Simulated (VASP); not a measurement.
Crystal: Sc.

```
CELL_PARAMETERS angstrom
3.30900 0.00000 0.00000
-1.65450 2.86568 0.00000
0.00000 0.00000 5.27330
ATOMIC_POSITIONS crystal
Sc 0.33333 0.66667 0.25000
Sc 0.66667 0.33333 0.75000
```

```yaml
Program: VASP 6.6.1
Task: relaxation of cell and atoms
Functional: PBEsol
Potentials_or_basis: VASP PAW PBE potentials, release 64 (Sc_sv)
Cutoff: 600 eV
k_mesh: 9 × 9 × 5
Occupations: methfessel-paxton, width 0.05 eV
Spin: no spin polarisation
```

At the start: pressure -2.8 GPa; volume 25.00 Å³/atom.

**Question.** How do energy, volume and symmetry change on relaxing?

**Answer.** Over 6 steps the energy falls by 14.8 meV/atom and the volume is 23.64 Å³/atom (-5.5 %); space group P6_3/mmc (No. 194, to 0.1 Å) before and after.

Step by step:
```
step  energy change (eV)  largest force (eV/Å)  pressure (GPa)  volume (Å³)
   1              0.0000                0.0000           -2.80        50.00
   2             -0.0269                0.0000            0.61        46.90
   3             -0.0273                0.0000            0.17        47.23
   4             -0.0293                0.0000            0.14        47.26
   5             -0.0295                0.0000            0.14        47.27
   6             -0.0295                0.0000            0.11        47.28
```

Final structure:
```cif
data_structure
_symmetry_space_group_name_H-M 'P 1'
_symmetry_Int_Tables_number 1
_cell_length_a 3.2772
_cell_length_b 3.2772
_cell_length_c 5.0829
_cell_angle_alpha 90.000
_cell_angle_beta 90.000
_cell_angle_gamma 120.000
_cell_volume 47.28
loop_
_atom_site_label
_atom_site_type_symbol
_atom_site_fract_x
_atom_site_fract_y
_atom_site_fract_z
_atom_site_occupancy
Sc1 Sc 0.33333 0.66667 0.25000 1
Sc2 Sc 0.66667 0.33333 0.75000 1
```

Caveat: the PAW data sets were made with another functional, which shifts forces and pressure a little.
